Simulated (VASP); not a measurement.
FeO: single point with PBE+U

FeO:

```
Fe O
1.0
     2.65292   -1.62413    0.02475
     2.65292    1.62413    0.02475
    -1.31471    0.00000    5.05472
Fe O
2 2
Direct
  0.50000 0.50000 0.50000
  0.00000 0.00000 0.00000
  0.75000 0.75000 0.25000
  0.25000 0.25000 0.75000
```

```
Program             : VASP 6.6.1
Task                : single point
Functional          : PBE
Potentials or basis : VASP PAW PBE potentials, release 64 (Fe, O)
Cutoff              : 520 eV
k mesh              : 10 × 10 × 6
Occupations         : gaussian, width 0.02 eV
Spin                : collinear spin, antiferromagnetic start
Starting moments    : [-3.74, 3.74, 0.0, 0.0] μB
Hubbard terms       : Fe d U = 5.3 eV
```

The pressure is -4.1 GPa. The band gap on the k mesh is 2.14 eV and the net moment is 0.00 μB per cell. The site moments are Fe -3.76, +3.76; O +0.00 μB and the valence electrons inside the program's atomic spheres are Fe 6.71; O 5.00.

Stress tensor (GPa, compression positive):
```
-4.60  0.00  0.28
 0.00 -3.90  0.00
 0.28  0.00 -3.88
```

Levels at points of the mesh, in eV from the valence-band top:
Spin up:
| k point | band 10 | band 11 | band 12 | band 13 | band 14 | band 15 | band 16 | band 17 | band 18 | band 19 |
| --- | --- | --- | --- | --- | --- | --- | --- | --- | --- | --- |
| (0.00, 0.00, 0.00) | -1.24 | -1.04 | -1.02 | -0.87 | -0.25 | 2.14 | 4.35 | 4.39 | 5.07 | 5.82 |
| (0.50, 0.00, 0.00) | -2.33 | -2.15 | -1.13 | -0.54 | -0.13 | 3.67 | 4.96 | 5.16 | 5.78 | 7.68 |
| (0.50, 0.50, 0.00) | -2.43 | -2.41 | -1.26 | -0.65 | -0.29 | 5.04 | 5.11 | 5.21 | 6.13 | 6.19 |
| (0.00, 0.00, 0.50) | -2.22 | -1.71 | -0.43 | -0.24 | -0.19 | 3.83 | 4.36 | 4.45 | 4.65 | 5.72 |
| (0.50, 0.00, 0.50) | -2.31 | -1.78 | -0.93 | -0.71 | -0.02 | 3.70 | 5.08 | 5.23 | 5.96 | 6.11 |
| (0.50, 0.50, 0.50) | -2.60 | -2.33 | -0.99 | -0.80 | -0.73 | 4.59 | 5.10 | 5.10 | 6.09 | 7.91 |
Spin down:
```tsv
k point	band 10	band 11	band 12	band 13	band 14	band 15	band 16	band 17	band 18	band 19
(0.00, 0.00, 0.00)	-1.24	-1.04	-1.02	-0.87	-0.25	2.14	4.35	4.39	5.07	5.82
(0.50, 0.00, 0.00)	-2.33	-2.15	-1.13	-0.54	-0.13	3.67	4.96	5.16	5.78	7.68
(0.50, 0.50, 0.00)	-2.43	-2.41	-1.26	-0.65	-0.29	5.04	5.11	5.21	6.13	6.19
(0.00, 0.00, 0.50)	-2.22	-1.71	-0.43	-0.24	-0.19	3.83	4.36	4.45	4.65	5.72
(0.50, 0.00, 0.50)	-2.31	-1.78	-0.93	-0.71	-0.02	3.70	5.08	5.23	5.96	6.11
(0.50, 0.50, 0.50)	-2.60	-2.33	-0.99	-0.80	-0.73	4.59	5.10	5.10	6.09	7.91
```

Eigenvalues of the final occupation matrices:
```csv
site,spin,trace,eigenvalues
site 1 d,1,1.20,0.03 0.03 0.06 0.13 0.96
site 1 d,2,4.93,0.97 0.97 0.97 1.00 1.02
site 2 d,1,4.93,0.97 0.97 0.97 1.00 1.02
site 2 d,2,1.20,0.03 0.03 0.06 0.13 0.96
```

Run time: 11 min on 1 thread of Intel(R) Xeon(R) Platinum 8488C (Sapphire Rapids), with other jobs on the host, peak memory 0.38 GiB.

A k mesh can miss the band edges. The state reached can hang on the start; a lower one may exist.
